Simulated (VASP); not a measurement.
Si3Au:

```
CELL_PARAMETERS angstrom
5.68894 0.00000 0.00000
-2.84447 4.92677 0.00000
0.00000 0.00000 4.56625
ATOMIC_POSITIONS crystal
Si 0.83300 0.66600 0.25000
Si 0.16700 0.83300 0.75000
Si 0.33400 0.16700 0.25000
Si 0.16700 0.33400 0.75000
Si 0.83300 0.16700 0.25000
Si 0.66600 0.83300 0.75000
Au 0.33333 0.66667 0.25000
Au 0.66667 0.33333 0.75000
```

* Program: VASP 6.6.1
* Task: relaxation of cell and atoms
* Functional: PBE
* Potentials or basis: VASP PAW PBE potentials, release 64 (Si, Au)
* Cutoff: 600 eV
* k mesh: 6 × 6 × 4
* Occupations: gaussian, width 0.1 eV
* Spin: no spin polarisation

At the start: pressure 1.7 GPa; volume 16.00 Å³/atom.

**Question.** How do energy, volume and symmetry change on relaxing?

**Answer.** Over 13 steps the energy falls by 25.4 meV/atom and the volume is 16.36 Å³/atom (+2.3 %); space group P6_3/mmc (No. 194, to 0.1 Å) before and after.

Step by step:
| step | energy change (eV) | largest force (eV/Å) | pressure (GPa) | volume (Å³) |
| --- | --- | --- | --- | --- |
| 1 | 0.0000 | 0.4294 | 1.75 | 127.98 |
| 2 | -0.0640 | 0.3775 | -0.81 | 131.24 |
| 3 | -0.0732 | 0.3360 | -2.04 | 133.09 |
| 4 | -0.1224 | 0.2493 | -1.51 | 132.31 |
| 5 | -0.1529 | 0.0447 | -0.48 | 131.17 |
| 6 | -0.1731 | 0.0459 | 0.20 | 130.22 |
| 7 | -0.1879 | 0.0426 | 1.47 | 128.63 |
| 8 | -0.1962 | 0.0672 | 0.91 | 129.52 |
| 9 | -0.1966 | 0.0759 | 0.77 | 129.80 |
| 10 | -0.2015 | 0.0648 | 0.11 | 130.70 |
| 11 | -0.2020 | 0.0597 | -0.17 | 131.15 |
| 12 | -0.2028 | 0.0435 | -0.08 | 131.04 |
| 13 | -0.2032 | 0.0234 | 0.05 | 130.90 |

Final structure:
```
Si Au
1.0
     5.75345    0.00000    0.00000
    -2.87673    4.98263    0.00000
     0.00000    0.00000    4.56628
Si Au
6 2
Cartesian
  2.8767 3.4389 1.1416
  -1.5398 4.2108 3.4247
  1.3369 0.7719 1.1416
  0.0000 1.5437 3.4247
  4.4165 0.7719 1.1416
  1.5398 4.2108 3.4247
  0.0000 3.3218 1.1416
  2.8767 1.6609 3.4247
```
